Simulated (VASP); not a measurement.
# TiW14 (a cell with a defect) in VASP: single point with PBE

Aim: the single point of TiW14 (a cell with a defect) with PBE.

Program: VASP 6.6.1. These are calculated values, not measurements. Logs are shortened: lines on timing, memory, paths and dates and some standing lists are left out, and cuts for length are marked.

## Step 1: The cell of the first run

The cell holds a defect, 15 atoms: a = 6.320 Å, b = 6.320 Å, c = 6.320 Å, α = 90.00°, β = 90.00°, γ = 90.00°.

## Step 2: Single point, PBE

File INCAR:

```
SYSTEM = TiW14
PREC = Accurate
ENCUT = 520
EDIFF = 1E-7
ISMEAR = 0
SIGMA = 0.05
LREAL = Auto
LASPH = .TRUE.
NELM = 100
ALGO = Normal
ISIF = 2
LWAVE = .FALSE.
LCHARG = .TRUE.
GGA = PE
LELF = .TRUE.
LVHAR = .TRUE.
NBANDS = 117
```

File KPOINTS:

```
regular mesh
0
G
  3 3 3
  0 0 0
```

File POSCAR:

```
TiW14
1.0
    6.3200000000      0.0000000000      0.0000000000
    0.0000000000      6.3200000000      0.0000000000
    0.0000000000      0.0000000000      6.3200000000
Ti W
1 14
Direct
    0.1249136076     -0.1246368671      0.1252428797
    0.5089460443      0.0059786392     -0.0053708861
   -0.0057034810      0.4913300633     -0.0053719937
   -0.0057014241      0.0059791139      0.5092748418
    0.2552242089      0.2597007911      0.2555560127
    0.4944555380      0.5058207278      0.0003944620
    0.4944563291      0.0002140823      0.4947870253
    0.7550867089      0.2451905063      0.2497843354
    0.0000634494      0.5058207278      0.4947867089
    0.2494533228      0.2451890823      0.7554186709
    0.4983457278      0.5019316456      0.4986772152
    0.7405770570      0.7450530063      0.2555542722
    0.7511719937      0.2491039557      0.7515022152
    0.2552240506      0.7450523734      0.7409079114
    0.7550867089      0.7508234177      0.7554166139
```

Potentials or basis: VASP PAW PBE potentials, release 64 (Ti_sv, W_sv).

Started as:

```bash
cat potpaw_PBE.64/Ti_sv/POTCAR potpaw_PBE.64/W_sv/POTCAR > POTCAR
mpirun -np 1 vasp_std > vasp.out
```

OUTCAR:

```text
SYSTEM = TiW14
   PREC = Accurate
   ENCUT = 520
   EDIFF = 1E-7
   ISMEAR = 0
   LREAL = Auto
   LASPH = .TRUE.
   NELM = 100
   ISIF = 2
   GGA = PE

 ion  position               nearest neighbor table
   1  0.125  0.875  0.125-   2 2.69   4 2.69   3 2.69  14 2.69  12 2.69   5 2.69
   2  0.509  0.006  0.995-  13 2.66   1 2.69  10 2.69   8 2.70  15 2.70  12 2.75  14 2.80   5 2.80
                             7 3.16   6 3.16   7 3.16   6 3.16
   3  0.994  0.491  0.995-  13 2.66   1 2.69  15 2.69   8 2.70  10 2.70   5 2.75  12 2.80  14 2.80
                             6 3.16   9 3.16   9 3.16   6 3.16
   4  0.994  0.006  0.509-  13 2.66   1 2.69   8 2.69  10 2.70  15 2.70  14 2.75   5 2.80  12 2.80
                             9 3.16   7 3.16   7 3.16   9 3.16
   5  0.255  0.260  0.256-  11 2.66   1 2.69   7 2.69   9 2.70   6 2.70   3 2.75   4 2.80   2 2.80
                             8 3.16  10 3.16  10 3.16   8 3.16
   6  0.494  0.506  0.000-  14 2.69   5 2.70  12 2.70  10 2.74  15 2.74  13 2.78   8 2.81  11 3.15
                             3 3.16   2 3.16   2 3.16   3 3.16  11 3.17
   7  0.494  0.000  0.495-   5 2.69  12 2.70  14 2.70   8 2.74  10 2.74  13 2.78  15 2.81  11 3.15
                             2 3.16   4 3.16   4 3.16   2 3.16  11 3.17
   8  0.755  0.245  0.250-   4 2.69   3 2.70   2 2.70   9 2.74   7 2.74  11 2.78   6 2.81  13 3.15
                            12 3.16   5 3.16  12 3.16   5 3.16  13 3.17
   9  0.000  0.506  0.495-  12 2.69   5 2.70  14 2.70  15 2.74   8 2.74  13 2.78  10 2.81  11 3.15
                             3 3.16   4 3.16   4 3.16   3 3.16  11 3.17
  10  0.249  0.245  0.755-   2 2.69   3 2.70   4 2.70   6 2.74   7 2.74  11 2.78   9 2.81  13 3.15
                             5 3.16  14 3.16  14 3.16   5 3.16  13 3.17
  11  0.498  0.502  0.499-  14 2.66   5 2.66  12 2.66  13 2.77  15 2.78   8 2.78  10 2.78   9 3.15
                             7 3.15   6 3.15   6 3.17   7 3.17   9 3.17
  12  0.741  0.745  0.256-  11 2.66   1 2.69   9 2.69   6 2.70   7 2.70   2 2.75   4 2.80   3 2.80
                            15 3.16   8 3.16   8 3.16  15 3.16
  13  0.751  0.249  0.752-   3 2.66   2 2.66   4 2.66  11 2.77   7 2.78   9 2.78   6 2.78  15 3.15
                            10 3.15   8 3.15   8 3.17  10 3.17  15 3.17
  14  0.255  0.745  0.741-  11 2.66   1 2.69   6 2.69   9 2.70   7 2.70   4 2.75   2 2.80   3 2.80
                            15 3.16  10 3.16  10 3.16  15 3.16
  15  0.755  0.751  0.755-   3 2.69   2 2.70   4 2.70   9 2.74   6 2.74  11 2.78   7 2.81  13 3.15
                            12 3.16  14 3.16  14 3.16  12 3.16  13 3.17

  LATTYP: Found a simple cubic cell.
 ALAT       =     6.3200000000

  Lattice vectors:

 A1 = (   6.3200000000,   0.0000000000,   0.0000000000)
 A2 = (   0.0000000000,   6.3200000000,   0.0000000000)
 A3 = (   0.0000000000,   0.0000000000,   6.3200000000)

Analysis of symmetry for initial positions (statically):
=====================================================================
 Subroutine PRICEL returns:
 Original cell was already a primitive cell.

 Routine SETGRP: Setting up the symmetry group for a
 simple cubic supercell.

 Subroutine GETGRP returns: Found  6 space group operations
 (whereof  1 operations were pure point group operations)
 out of a pool of 48 trial point group operations.

The static configuration has the point symmetry C_1 .
 The point group associated with its full space group is C_3v.

Analysis of symmetry for dynamics (positions and initial velocities):
=====================================================================
 Subroutine PRICEL returns:
 Original cell was already a primitive cell.

 Routine SETGRP: Setting up the symmetry group for a
 simple cubic supercell.

 Subroutine GETGRP returns: Found  6 space group operations
 (whereof  1 operations were pure point group operations)
 out of a pool of 48 trial point group operations.

The dynamic configuration has the point symmetry C_1 .
 The point group associated with its full space group is C_3v.

 Subroutine INISYM returns: Found  6 space group operations
 (whereof  1 operations are pure point group operations),
 and found     1 'primitive' translations

----------------------------------------------------------------------------------------

                                     Primitive cell

  volume of cell :     252.4360

  direct lattice vectors                    reciprocal lattice vectors
[... 59 lines left out ...]

  Shift w.r.t. Gamma in fractional coordinates (k-lattice)
     0.000000000  0.000000000  0.000000000

 Subroutine IBZKPT returns following result:
 ===========================================

 Found      6 irreducible k-points:

 Following reciprocal coordinates:
            Coordinates               Weight
  0.000000  0.000000  0.000000      1.000000
  0.333333  0.000000  0.000000      6.000000
  0.333333  0.333333  0.000000      6.000000
  0.333333  0.000000  0.333333      6.000000
  0.333333  0.333333  0.333333      6.000000
  0.333333 -0.333333  0.333333      2.000000
   k-points           NKPTS =      6   k-points in BZ     NKDIM =      6   number of bands    NBANDS=    117
   number of dos      NEDOS =    301   number of ions     NIONS =     15
   total plane-waves  NPLWV = 110592
   dimension x,y,z NGX =    48 NGY =   48 NGZ =   48
   dimension x,y,z NGXF=    96 NGYF=   96 NGZF=   96
   ions per type =               1  14
   NGX,Y,Z   is equivalent  to a cutoff of  12.63, 12.63, 12.63 a.u.
   NGXF,Y,Z  is equivalent  to a cutoff of  25.25, 25.25, 25.25 a.u.
 SYSTEM =  TiW14
   PREC   = accura    normal or accurate (medium, high low for compatibility)
   ISTART =      0    job   : 0-new  1-cont  2-samecut
   ICHARG =      2    charge: 1-file 2-atom 10-const
   ISPIN  =      1    spin polarized calculation?
   LNONCOLLINEAR =      F non collinear calculations
   LSORBIT =      F    spin-orbit coupling
   LASPH  =      T    aspherical Exc in radial PAW
   ENCUT  =  520.0 eV  38.22 Ry    6.18 a.u.  11.75 11.75 11.75*2*pi/ulx,y,z
   NELM   =    100;   NELMIN=  2; NELMDL= -5     # of ELM steps
   EDIFF  = 0.1E-06   stopping-criterion for ELM
   LREAL  =      T    real-space projection
   EDIFFG = 0.1E-05   stopping-criterion for IOM
   NSW    =      0    number of steps for IOM
   IBRION =     -1    ionic relax: 0-MD 1-quasi-New 2-CG
   NFREE  =      0    steps in history (QN), initial steepest desc. (CG)
   ISIF   =      2    stress and relaxation
   ISYM   =      2    0-nonsym 1-usesym 2-fastsym
   POTIM  = 0.5000    time-step for ionic-motion
   TEBEG  =    0.0;   TEEND  =   0.0 temperature during run
   PSTRESS=    0.0 pullay stress
   NELECT =     208.0000    total number of electrons
   NUPDOWN=      -1.0000    fix difference up-down
   EMIN   =  10.00;   EMAX   =-10.00  energy-range for DOS
   EFERMI =   0.00;   METHOD = LEGACY
   ISMEAR =     0;   SIGMA  =   0.05  broadening in eV -4-tet -1-fermi 0-gaus
   EFERMI_NEDOS =   21; number of points for ismear=-14 and -15
   IALGO  =     38    algorithm
   IMIX   =      4    mixing-type and parameters
     AMIX     =   0.40;   BMIX     =  1.00
     AMIX_MAG =   1.60;   BMIX_MAG =  1.00
  volume/ion in A,a.u.               =      16.83       113.57
  Fermi-wavevector in a.u.,A,eV,Ry     =   1.534778  2.900310 32.049110  2.355543
  Thomas-Fermi vector in A             =   2.641658
   LORBIT       =      0    0 simple, 1 ext, 2 COOP (PROOUT), +10 PAW based schemes
   GGA     = PE    functional components
   LHFCALC =     F    Hartree Fock is set to
   AEXX    =    0.0000 exact exchange contribution
   IVDW    =     0    specifies the selected vdW correction
   LEPSILON=     F    determine dielectric tensor
   LRPA    =     F    only Hartree local field effects (RPA)
 non-spin polarized calculation
 Gauss-broadening in eV      SIGMA  =   0.05
  energy-cutoff  :      520.00
  volume of cell :      252.44
 maximum number of plane-waves:      6859
 NGX is ok and might be reduce to    48
   NGX = 23   NGY = 23   NGZ = 23

 number of electron     208.0000001 magnetization

 Free energy of the ion-electron system (eV)
  ---------------------------------------------------
  ext. energy  EPLUGINS =         0.00000000
  ---------------------------------------------------
  free energy    TOTEN  =      -185.28936675 eV

  energy without entropy =     -185.26997516  energy(sigma->0) =     -185.27967095

 E-fermi :  10.0384     XC(G=0): -13.1186

 val. band max:       10.0254891747   @ k =   0.3333   0.0000   0.0000
 cond. band min:      10.0448085307   @ k =   0.3333   0.0000   0.0000
 fundamental gap:      0.0193193560
 Fermi energy:        10.0383865706

 k-point     1 :       0.0000    0.0000    0.0000
  band No.  band energies     occupation
      1     -63.7633      2.00000
      2     -63.7061      2.00000
      3     -63.7060      2.00000
      4     -63.6978      2.00000
      5     -63.6978      2.00000
      6     -63.6700      2.00000
[... 703 lines left out ...]
    115      12.3003      0.00000
    116      12.3176      0.00000
 [bands above 116 left out]

------------------------ aborting loop because EDIFF is reached ----------------------------------------

  FORCE on cell =-STRESS in cart. coord.  units (eV):
  Direction    XX          YY          ZZ          XY          YZ          ZX
  --------------------------------------------------------------------------------------
  -------------------------------------------------------------------------------------
  Total        2.0797784      2.0797784      2.0797784      4.2758161      4.2758161     -4.2758161
  in kB       13.2000754     13.2000754     13.2000754     27.1380332     27.1380332    -27.1380332
  external PRESSURE =      13.2000754 kB  Pullay stress =       0.0000000 kB

 VOLUME and BASIS-vectors are now :
 -----------------------------------------------------------------------------
  energy-cutoff  :      520.00
  volume of cell :      252.44
      direct lattice vectors                 reciprocal lattice vectors
     6.320000000  0.000000000  0.000000000     0.158227848  0.000000000  0.000000000
     0.000000000  6.320000000  0.000000000     0.000000000  0.158227848  0.000000000
     0.000000000  0.000000000  6.320000000     0.000000000  0.000000000  0.158227848

 POSITION                                       TOTAL-FORCE (eV/Angst)
 -----------------------------------------------------------------------------------
      0.78945      5.53229      0.79153         0.002298     -0.002298      0.002298
      3.21654      0.03778      6.28606        -0.017116     -0.011097      0.011097
      6.28395      3.10521      6.28605         0.011097      0.017116      0.011097
      6.28397      0.03779      3.21862         0.011097     -0.011097     -0.017116
      1.61302      1.64131      1.61511        -0.011613     -0.017389     -0.011613
      3.12496      3.19679      0.00249         0.000419     -0.000419      0.002683
      3.12496      0.00135      3.12705         0.000419     -0.002683      0.000419
      4.77215      1.54960      1.57864        -0.000828      0.000828     -0.003381
      0.00040      3.19679      3.12705         0.002683     -0.000419      0.000419
      1.57655      1.54960      4.77425        -0.003381      0.000828     -0.000828
      3.14954      3.17221      3.15164        -0.005257      0.005257     -0.005257
      4.68045      4.70873      1.61510         0.017389      0.011613     -0.011613
      4.74741      1.57434      4.74949         0.005235     -0.005235      0.005235
      1.61302      4.70873      4.68254        -0.011613      0.011613      0.017389
      4.77215      4.74520      4.77423        -0.000828      0.003381     -0.000828
 -----------------------------------------------------------------------------------
    total drift:                                0.042400     -0.041294     -0.095606

  FREE ENERGIE OF THE ION-ELECTRON SYSTEM (eV)
  ---------------------------------------------------
  free  energy   TOTEN  =      -185.2893667468 eV

  energy  without entropy=     -185.2699751614  energy(sigma->0) =     -185.27967095
```

Wall time 15 min (1 thread of Intel Xeon 8259CL, shared host); peak memory 0.39 GiB.

What came out:

| Property | Result |
| --- | --- |
| Free energy | -185.2894 eV |
| Pressure | 1.3 GPa |
| Largest force | 0.024 eV/Å |
| Band gap on the k mesh | zero (bands 104 and 105 overlap by 0.99 eV) |

Forces on the atoms (eV/Å):
```
Ti   0.002 -0.002  0.002
W   -0.017 -0.011  0.011
W    0.011  0.017  0.011
W    0.011 -0.011 -0.017
W   -0.012 -0.017 -0.012
W    0.000  0.000  0.003
W    0.000 -0.003  0.000
W   -0.001  0.001 -0.003
W    0.003  0.000  0.000
W   -0.003  0.001 -0.001
W   -0.005  0.005 -0.005
W    0.017  0.012 -0.012
W    0.005 -0.005  0.005
W   -0.012  0.012  0.017
W   -0.001  0.003 -0.001
```

Levels at points of the mesh, in eV from the Fermi level:
| k point | band 102 | band 103 | band 104 | band 105 | band 106 | band 107 |
| --- | --- | --- | --- | --- | --- | --- |
| (0.00, 0.00, 0.00) | 0.18 | 0.28 | 0.51 | 0.51 | 0.98 | 1.11 |

Caveat: spin-orbit coupling is left out, which moves the levels of the heavy elements.
